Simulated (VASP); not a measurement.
# SiO2 (P4_12_12) in VASP: a series of runs

Runs on SiO2. Level: PBE. Tasks: single point.

Program: VASP 6.6.1. These are calculated values, not measurements. Logs are shortened: lines on timing, memory, paths and dates and some standing lists are left out, and cuts for length are marked.

## (1) The cell of the first run

The structure is tetragonal, space group P4_12_12 (No. 92). The conventional cell has a = 5.084 Å, b = 5.084 Å, c = 7.101 Å, α = 90.00°, β = 90.00°, γ = 90.00°. Within 2.2 Å of Si (site symmetry 2) lie 4 O at 1.62 to 1.63 Å. O (site symmetry 1) has 2 Si at 1.62 to 1.63 Å within 2.2 Å.

## (2) Single point, PBE

Input file INCAR:

```
PREC     = Accurate       # precision mode
ENCUT    = 520            # plane-wave cutoff, eV
EDIFF    = 1E-7           # SCF threshold, eV
ISMEAR   = 0              # smearing method
SIGMA    = 0.02           # smearing width, eV
LREAL    = False          # projectors in reciprocal space
LASPH    = True           # aspherical terms in the spheres
NELM     = 60             # most SCF steps
ALGO     = Normal         # electronic algorithm
ISIF     = 2              # what is computed and relaxed
LWAVE    = False          # write WAVECAR
LCHARG   = False          # write CHGCAR
GGA      = PE             # functional
NBANDS   = 44             # bands
```

Input file KPOINTS:

```
regular mesh
0
Gamma
  6 6 4
```

Input file POSCAR:

```
SiO2
1.0
    5.0836993684      0.0000000000      0.0000000000
    0.0000000000      5.0836993684      0.0000000000
    0.0000000000      0.0000000000      7.1008771026
Si O
4 8
Direct
    0.2938575769      0.2938575769      0.0000000000
    0.2061424231      0.7938575769      0.2500000000
    0.7061424231      0.7061424231      0.5000000000
    0.7938575769      0.2061424231      0.7500000000
    0.2411801019      0.0934526310      0.1742257515
    0.4065473690      0.7411801019      0.4242257515
    0.7588198981      0.9065473690      0.6742257515
    0.5934526310      0.2588198981      0.9242257515
    0.7411801019      0.4065473690      0.5757742485
    0.9065473690      0.7588198981      0.3257742485
    0.2588198981      0.5934526310      0.0757742485
    0.0934526310      0.2411801019      0.8257742485
```

Potentials or basis: VASP PAW PBE potentials, release 64 (Si, O).

On the command line:

```
> cat potpaw_PBE.64/Si/POTCAR potpaw_PBE.64/O/POTCAR > POTCAR
> mpirun -np 1 vasp_std > vasp.out
```

OUTCAR:

```text
PREC = Accurate
   ENCUT = 520
   EDIFF = 1E-7
   ISMEAR = 0
   LREAL = False
   LASPH = True
   NELM = 60
   ISIF = 2
   GGA = PE

 ion  position               nearest neighbor table
   1  0.294  0.294  0.000-   5 1.62  12 1.62  11 1.63   8 1.63   2 3.13   4 3.13   2 3.13   4 3.13

   2  0.206  0.794  0.250-   6 1.62  11 1.62  10 1.63   5 1.63   1 3.13   3 3.13   1 3.13   3 3.13

   3  0.706  0.706  0.500-   7 1.62  10 1.62   9 1.63   6 1.63   2 3.13   4 3.13   4 3.13   2 3.13

   4  0.794  0.206  0.750-   8 1.62   9 1.62   7 1.63  12 1.63   1 3.13   3 3.13   3 3.13   1 3.13

   5  0.241  0.093  0.174-   1 1.62   2 1.63
   6  0.407  0.741  0.424-   2 1.62   3 1.63
   7  0.759  0.907  0.674-   3 1.62   4 1.63
   8  0.593  0.259  0.924-   4 1.62   1 1.63
   9  0.741  0.407  0.576-   4 1.62   3 1.63
  10  0.907  0.759  0.326-   3 1.62   2 1.63
  11  0.259  0.593  0.076-   2 1.62   1 1.63
  12  0.093  0.241  0.826-   1 1.62   4 1.63

  LATTYP: Found a simple tetragonal cell.
 ALAT       =     5.0836993684
 C/A-ratio  =     1.3967932775

  Lattice vectors:

 A1 = (   5.0836993684,   0.0000000000,   0.0000000000)
 A2 = (   0.0000000000,   5.0836993684,   0.0000000000)
 A3 = (   0.0000000000,   0.0000000000,   7.1008771026)

Analysis of symmetry for initial positions (statically):
=====================================================================
 Subroutine PRICEL returns:
 Original cell was already a primitive cell.

 Routine SETGRP: Setting up the symmetry group for a
 simple tetragonal supercell.

 Subroutine GETGRP returns: Found  8 space group operations
 (whereof  2 operations were pure point group operations)
 out of a pool of 16 trial point group operations.

The static configuration has the point symmetry C_2 .
 The point group associated with its full space group is D_4 .

Analysis of symmetry for dynamics (positions and initial velocities):
=====================================================================
 Subroutine PRICEL returns:
 Original cell was already a primitive cell.

 Routine SETGRP: Setting up the symmetry group for a
 simple tetragonal supercell.

 Subroutine GETGRP returns: Found  8 space group operations
 (whereof  2 operations were pure point group operations)
 out of a pool of 16 trial point group operations.

The dynamic configuration has the point symmetry C_2 .
 The point group associated with its full space group is D_4 .

 Subroutine INISYM returns: Found  8 space group operations
 (whereof  2 operations are pure point group operations),
 and found     1 'primitive' translations

----------------------------------------------------------------------------------------

                                     Primitive cell

  volume of cell :     183.5151

  direct lattice vectors                    reciprocal lattice vectors
     5.083699368  0.000000000  0.000000000     0.196707147  0.000000000  0.000000000
     0.000000000  5.083699368  0.000000000     0.000000000  0.196707147  0.000000000
     0.000000000  0.000000000  7.100877103     0.000000000  0.000000000  0.140827673

  length of vectors
     5.083699368  5.083699368  7.100877103     0.196707147  0.196707147  0.140827673

  position of ions in fractional coordinates (direct lattice)
     0.293857577  0.293857577  0.000000000
     0.206142423  0.793857577  0.250000000
     0.706142423  0.706142423  0.500000000
     0.793857577  0.206142423  0.750000000
     0.241180102  0.093452631  0.174225752
     0.406547369  0.741180102  0.424225752
     0.758819898  0.906547369  0.674225752
     0.593452631  0.258819898  0.924225752
     0.741180102  0.406547369  0.575774248
     0.906547369  0.758819898  0.325774248
     0.258819898  0.593452631  0.075774248
     0.093452631  0.241180102  0.825774248

  ion indices of the primitive-cell ions
   primitive index   ion index
                 1           1
                 2           2
                 3           3
                 4           4
                 5           5
                 6           6
                 7           7
                 8           8
                 9           9
                10          10
                11          11
                12          12

----------------------------------------------------------------------------------------

 KPOINTS: regular mesh

Automatic generation of k-mesh.
 Grid dimensions read from file:
 generate k-points for:    6    6    4

 Generating k-lattice:

  Cartesian coordinates                     Fractional coordinates (reciprocal lattice)
     0.032784525  0.000000000  0.000000000     0.166666667  0.000000000  0.000000000
     0.000000000  0.032784525  0.000000000     0.000000000  0.166666667  0.000000000
     0.000000000  0.000000000  0.035206918     0.000000000  0.000000000  0.250000000

  Length of vectors
     0.032784525  0.032784525  0.035206918

  Shift w.r.t. Gamma in fractional coordinates (k-lattice)
     0.000000000  0.000000000  0.000000000

 Subroutine IBZKPT returns following result:
 ===========================================

 Found     30 irreducible k-points:

 Following reciprocal coordinates:
            Coordinates               Weight
  0.000000  0.000000  0.000000      1.000000
  0.166667  0.000000  0.000000      4.000000
  0.333333  0.000000  0.000000      4.000000
  0.500000  0.000000  0.000000      2.000000
  0.166667  0.166667  0.000000      4.000000
  0.333333  0.166667  0.000000      8.000000
[... 16 lines left out ...]
  0.333333  0.000000  0.500000      4.000000
  0.500000  0.000000  0.500000      2.000000
 [... further k-points ...]
   k-points           NKPTS =     30   k-points in BZ     NKDIM =     30   number of bands    NBANDS=     44
   number of dos      NEDOS =    301   number of ions     NIONS =     12
   total plane-waves  NPLWV =  86400
   dimension x,y,z NGX =    40 NGY =   40 NGZ =   54
   dimension x,y,z NGXF=    80 NGYF=   80 NGZF=  108
   ions per type =               4   8
   NGX,Y,Z   is equivalent  to a cutoff of  13.08, 13.08, 12.64 a.u.
   NGXF,Y,Z  is equivalent  to a cutoff of  26.16, 26.16, 25.28 a.u.
 SYSTEM =  unknown system
   PREC   = accura    normal or accurate (medium, high low for compatibility)
   ISTART =      0    job   : 0-new  1-cont  2-samecut
   ICHARG =      2    charge: 1-file 2-atom 10-const
   ISPIN  =      1    spin polarized calculation?
   LNONCOLLINEAR =      F non collinear calculations
   LSORBIT =      F    spin-orbit coupling
   LASPH  =      T    aspherical Exc in radial PAW
   ENCUT  =  520.0 eV  38.22 Ry    6.18 a.u.   9.45  9.45 13.20*2*pi/ulx,y,z
   NELM   =     60;   NELMIN=  2; NELMDL= -5     # of ELM steps
   EDIFF  = 0.1E-06   stopping-criterion for ELM
   LREAL  =      F    real-space projection
   EDIFFG = 0.1E-05   stopping-criterion for IOM
   NSW    =      0    number of steps for IOM
   IBRION =     -1    ionic relax: 0-MD 1-quasi-New 2-CG
   NFREE  =      0    steps in history (QN), initial steepest desc. (CG)
   ISIF   =      2    stress and relaxation
   ISYM   =      2    0-nonsym 1-usesym 2-fastsym
   POTIM  = 0.5000    time-step for ionic-motion
   TEBEG  =    0.0;   TEEND  =   0.0 temperature during run
   PSTRESS=    0.0 pullay stress
   NELECT =      64.0000    total number of electrons
   NUPDOWN=      -1.0000    fix difference up-down
   EMIN   =  10.00;   EMAX   =-10.00  energy-range for DOS
   EFERMI =   0.00;   METHOD = LEGACY
   ISMEAR =     0;   SIGMA  =   0.02  broadening in eV -4-tet -1-fermi 0-gaus
   EFERMI_NEDOS =   21; number of points for ismear=-14 and -15
   IALGO  =     38    algorithm
   IMIX   =      4    mixing-type and parameters
     AMIX     =   0.40;   BMIX     =  1.00
     AMIX_MAG =   1.60;   BMIX_MAG =  1.00
  volume/ion in A,a.u.               =      15.29       103.20
  Fermi-wavevector in a.u.,A,eV,Ry     =   1.152332  2.177592 18.066752  1.327869
  Thomas-Fermi vector in A             =   2.288984
   LORBIT       =      0    0 simple, 1 ext, 2 COOP (PROOUT), +10 PAW based schemes
   GGA     = PE    functional components
   LHFCALC =     F    Hartree Fock is set to
   AEXX    =    0.0000 exact exchange contribution
   IVDW    =     0    specifies the selected vdW correction
   LEPSILON=     F    determine dielectric tensor
   LRPA    =     F    only Hartree local field effects (RPA)
 non-spin polarized calculation
 Gauss-broadening in eV      SIGMA  =   0.02
  energy-cutoff  :      520.00
  volume of cell :      183.52
 maximum number of plane-waves:      4976
 NGX is ok and might be reduce to    40
   NGX = 19   NGY = 19   NGZ = 27

 number of electron      63.9999979 magnetization

 Free energy of the ion-electron system (eV)
  ---------------------------------------------------
  ext. energy  EPLUGINS =         0.00000000
  ---------------------------------------------------
  free energy    TOTEN  =       -94.95221505 eV

  energy without entropy =      -94.95221505  energy(sigma->0) =      -94.95221505

 E-fermi :  -0.1748     XC(G=0):  -8.0987

 val. band max:       -0.2972182910   @ k =   0.0000   0.0000   0.0000
 cond. band min:       5.2150494182   @ k =   0.0000   0.0000   0.0000
 fundamental gap:      5.5122677091
 Fermi energy:        -0.1748301685

 k-point     1 :       0.0000    0.0000    0.0000
  band No.  band energies     occupation
      1     -19.6164      2.00000
      2     -18.7558      2.00000
      3     -18.7558      2.00000
      4     -17.6326      2.00000
      5     -17.6044      2.00000
      6     -17.6032      2.00000
[... 36 lines left out ...]
     43      10.6872      0.00000
     44      10.8442      0.00000
[... 1040 lines left out ...]
      4     -18.2458      2.00000
      5     -17.6331      2.00000
      6     -17.6331      2.00000
[... 36 lines left out ...]
     43      11.0133      0.00000
     44      11.0145      0.00000

 [... further k-points ...]

------------------------ aborting loop because EDIFF is reached ----------------------------------------

  FORCE on cell =-STRESS in cart. coord.  units (eV):
  Direction    XX          YY          ZZ          XY          YZ          ZX
  --------------------------------------------------------------------------------------
  -------------------------------------------------------------------------------------
  Total        0.1058997      0.1058997      0.0417042     -0.0000000      0.0000000      0.0000000
  in kB        0.9245565      0.9245565      0.3640983     -0.0000000      0.0000000      0.0000000
  external PRESSURE =       0.7377371 kB  Pullay stress =       0.0000000 kB

 VOLUME and BASIS-vectors are now :
 -----------------------------------------------------------------------------
  energy-cutoff  :      520.00
  volume of cell :      183.52
      direct lattice vectors                 reciprocal lattice vectors
     5.083699368  0.000000000  0.000000000     0.196707147  0.000000000  0.000000000
     0.000000000  5.083699368  0.000000000     0.000000000  0.196707147  0.000000000
     0.000000000  0.000000000  7.100877103     0.000000000  0.000000000  0.140827673

 POSITION                                       TOTAL-FORCE (eV/Angst)
 -----------------------------------------------------------------------------------
      1.49388      1.49388      0.00000         0.013009      0.013009      0.000000
      1.04797      4.03573      1.77522        -0.013009      0.013009      0.000000
      3.58982      3.58982      3.55044        -0.013009     -0.013009      0.000000
      4.03573      1.04797      5.32566         0.013009     -0.013009      0.000000
      1.22609      0.47509      1.23716         0.000982      0.000138     -0.009182
      2.06676      3.76794      3.01237        -0.000138      0.000982     -0.009182
      3.85761      4.60861      4.78759        -0.000982     -0.000138     -0.009182
      3.01693      1.31576      6.56281         0.000138     -0.000982     -0.009182
      3.76794      2.06676      4.08850         0.000982     -0.000138      0.009182
      4.60861      3.85761      2.31328        -0.000138     -0.000982      0.009182
      1.31576      3.01693      0.53806        -0.000982      0.000138      0.009182
      0.47509      1.22609      5.86372         0.000138      0.000982      0.009182
 -----------------------------------------------------------------------------------
    total drift:                                0.000000     -0.000000      0.000000

  FREE ENERGIE OF THE ION-ELECTRON SYSTEM (eV)
  ---------------------------------------------------
  free  energy   TOTEN  =       -94.9522150459 eV

  energy  without entropy=      -94.9522150459  energy(sigma->0) =      -94.95221505
```

It took 3.9 min on 1 thread of Intel Xeon Platinum 8259CL at 2.50GHz (Skylake/Cascade Lake), shared host; peak memory 0.37 GiB.

Results:

| Item | Value |
| --- | --- |
| Free energy | -94.9522 eV |
| Pressure | 0.1 GPa |
| Largest force | 0.018 eV/Å |
| Band gap on the k mesh | 5.51 eV |

Forces in eV/Å, atoms in the order of the input:
```
Si   0.013  0.013  0.000
Si  -0.013  0.013  0.000
Si  -0.013 -0.013  0.000
Si   0.013 -0.013  0.000
O    0.001  0.000 -0.009
O    0.000  0.001 -0.009
O   -0.001  0.000 -0.009
O    0.000 -0.001 -0.009
O    0.001  0.000  0.009
O    0.000 -0.001  0.009
O   -0.001  0.000  0.009
O    0.000  0.001  0.009
```

## (3) Single point, PBE

Input file INCAR:

```
SYSTEM = SiO2
PREC = Accurate
ENCUT = 520
EDIFF = 1E-6
ISMEAR = 0
SIGMA = 0.01
LREAL = .False.
LASPH = .True.
NELM = 100
ALGO = Normal
ISIF = 2
LWAVE = .False.
LCHARG = .True.
GGA = PE
LELF = .True.
LVHAR = .True.
NBANDS = 44
```

Input file KPOINTS:

```
Automatic mesh
0
Gamma
  6 6 4
  0 0 0
```

Input file POSCAR:

```
SiO2
1.0
    5.0834922527      0.0000000000      0.0000000000
    0.0000000000      5.0834922527      0.0000000000
    0.0000000000      0.0000000000      7.1018007179
Si O
4 8
Direct
    0.2938386650      0.2938386650      0.0000000000
    0.2061613350      0.7938386650      0.2500000000
    0.7061613350      0.7061613350      0.5000000000
    0.7938386650      0.2061613350      0.7500000000
    0.2411902579      0.0934336673      0.1741909423
    0.4065663327      0.7411902579      0.4241909423
    0.7588097421      0.9065663327      0.6741909423
    0.5934336673      0.2588097421      0.9241909423
    0.7411902579      0.4065663327      0.5758090577
    0.9065663327      0.7588097421      0.3258090577
    0.2588097421      0.5934336673      0.0758090577
    0.0934336673      0.2411902579      0.8258090577
```

Potentials or basis: VASP PAW PBE potentials, release 64 (Si, O).

On the command line:

```
> cat potpaw_PBE.64/Si/POTCAR potpaw_PBE.64/O/POTCAR > POTCAR
> mpirun -np 1 vasp_std > vasp.out
```

OUTCAR:

```text
SYSTEM = SiO2
   PREC = Accurate
   ENCUT = 520
   EDIFF = 1E-6
   ISMEAR = 0
   LREAL = .False.
   LASPH = .True.
   NELM = 100
   ISIF = 2
   GGA = PE

 ion  position               nearest neighbor table
   1  0.294  0.294  0.000-   5 1.62  12 1.62  11 1.63   8 1.63   2 3.13   4 3.13   2 3.13   4 3.13

   2  0.206  0.794  0.250-   6 1.62  11 1.62  10 1.63   5 1.63   1 3.13   3 3.13   1 3.13   3 3.13

   3  0.706  0.706  0.500-   7 1.62  10 1.62   9 1.63   6 1.63   2 3.13   4 3.13   4 3.13   2 3.13

   4  0.794  0.206  0.750-   8 1.62   9 1.62   7 1.63  12 1.63   1 3.13   3 3.13   3 3.13   1 3.13

   5  0.241  0.093  0.174-   1 1.62   2 1.63
   6  0.407  0.741  0.424-   2 1.62   3 1.63
   7  0.759  0.907  0.674-   3 1.62   4 1.63
   8  0.593  0.259  0.924-   4 1.62   1 1.63
   9  0.741  0.407  0.576-   4 1.62   3 1.63
  10  0.907  0.759  0.326-   3 1.62   2 1.63
  11  0.259  0.593  0.076-   2 1.62   1 1.63
  12  0.093  0.241  0.826-   1 1.62   4 1.63

  LATTYP: Found a simple tetragonal cell.
 ALAT       =     5.0834922527
 C/A-ratio  =     1.3970318759

[... 1335 lines left out ...]
     43      11.0133      0.00000
     44      11.0153      0.00000

 [... further k-points ...]

------------------------ aborting loop because EDIFF is reached ----------------------------------------

  FORCE on cell =-STRESS in cart. coord.  units (eV):
  Direction    XX          YY          ZZ          XY          YZ          ZX
  --------------------------------------------------------------------------------------
  -------------------------------------------------------------------------------------
  Total        0.1134276      0.1134276      0.0595897      0.0000000      0.0000000      0.0000000
  in kB        0.9902314      0.9902314      0.5202222      0.0000000      0.0000000      0.0000000
  external PRESSURE =       0.8335617 kB  Pullay stress =       0.0000000 kB

 VOLUME and BASIS-vectors are now :
 -----------------------------------------------------------------------------
  energy-cutoff  :      520.00
  volume of cell :      183.52
      direct lattice vectors                 reciprocal lattice vectors
     5.083492253  0.000000000  0.000000000     0.196715162  0.000000000  0.000000000
     0.000000000  5.083492253  0.000000000     0.000000000  0.196715162  0.000000000
     0.000000000  0.000000000  7.101800718     0.000000000  0.000000000  0.140809358

 POSITION                                       TOTAL-FORCE (eV/Angst)
 -----------------------------------------------------------------------------------
      1.49373      1.49373      0.00000         0.015821      0.015821      0.000000
      1.04802      4.03547      1.77545        -0.015821      0.015821      0.000000
      3.58977      3.58977      3.55090        -0.015821     -0.015821      0.000000
      4.03547      1.04802      5.32635         0.015821     -0.015821      0.000000
      1.22609      0.47497      1.23707         0.000224     -0.002792     -0.005918
      2.06678      3.76783      3.01252         0.002792      0.000224     -0.005918
      3.85740      4.60852      4.78797        -0.000224      0.002792     -0.005918
      3.01672      1.31566      6.56342        -0.002792     -0.000224     -0.005918
      3.76783      2.06678      4.08928         0.000224      0.002792      0.005918
      4.60852      3.85740      2.31383         0.002792     -0.000224      0.005918
      1.31566      3.01672      0.53838        -0.000224     -0.002792      0.005918
      0.47497      1.22609      5.86473        -0.002792      0.000224      0.005918
 -----------------------------------------------------------------------------------
    total drift:                                0.000000     -0.000000      0.000000

  FREE ENERGIE OF THE ION-ELECTRON SYSTEM (eV)
  ---------------------------------------------------
  free  energy   TOTEN  =       -94.9522184775 eV

  energy  without entropy=      -94.9522184775  energy(sigma->0) =      -94.95221848
```

Run time: 3.9 min. Hardware: 1 thread of Intel Xeon Platinum 8259CL at 2.50GHz (Skylake/Cascade Lake), shared host; peak memory 0.37 GiB.

What came out:

```yaml
Free_energy: -94.9522 eV
Pressure: 0.1 GPa
Largest_force: 0.022 eV/Å
Band_gap_on_the_k_mesh: 5.51 eV
```

Forces in eV/Å, atoms in the order of the input:
```
Si   0.016  0.016  0.000
Si  -0.016  0.016  0.000
Si  -0.016 -0.016  0.000
Si   0.016 -0.016  0.000
O    0.000 -0.003 -0.006
O    0.003  0.000 -0.006
O    0.000  0.003 -0.006
O   -0.003  0.000 -0.006
O    0.000  0.003  0.006
O    0.003  0.000  0.006
O    0.000 -0.003  0.006
O   -0.003  0.000  0.006
```

A k mesh can miss the band edges.
